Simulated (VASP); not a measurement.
CaO: single point with PBEsol

The system is CaO.

```xyz
2
Lattice="2.3836 2.3836 0.0000 -2.3836 2.3836 0.0000 0.0000 2.3836 2.3836" Properties=species:S:1:pos:R:3 pbc="T T T"
Ca    0.0000    0.0000    0.0000
O     0.0000    2.3836    0.0000
```

* Program: VASP 6.6.1
* Task: single point
* Functional: PBEsol
* Potentials or basis: VASP PAW PBE potentials, release 64 (Ca_sv, O)
* Cutoff: 520 eV
* k mesh: 8 × 8 × 8
* Occupations: gaussian, width 0.01 eV
* Spin: no spin polarisation

* Pressure: 0.6 GPa
* Band gap on the k mesh: 3.52 eV, indirect (least direct gap 3.89 eV)

Levels at points of the mesh, in eV from the valence-band top:
| k point | band 4 | band 5 | band 6 | band 7 | band 8 | band 9 | band 10 | band 11 | band 12 | band 13 |
| --- | --- | --- | --- | --- | --- | --- | --- | --- | --- | --- |
| (0.00, 0.00, 0.00) | -18.11 | -15.49 | 0.00 | 0.00 | 0.00 | 4.76 | 6.25 | 6.25 | 6.25 | 7.83 |
| (0.50, 0.00, 0.00) | -18.17 | -14.14 | -2.75 | -1.27 | -1.27 | 7.13 | 8.51 | 8.51 | 8.52 | 10.68 |
| (0.50, 0.50, 0.00) | -18.37 | -15.25 | -1.31 | -0.37 | -0.37 | 3.52 | 8.23 | 9.06 | 9.76 | 9.76 |

It took 7 s on 1 thread of Intel(R) Xeon(R) Platinum 8559C (Emerald Rapids), on a shared host, peak memory 0.16 GiB.

Caveat: the PAW data sets were made with another functional, which shifts forces and pressure a little. A k mesh can miss the band edges.
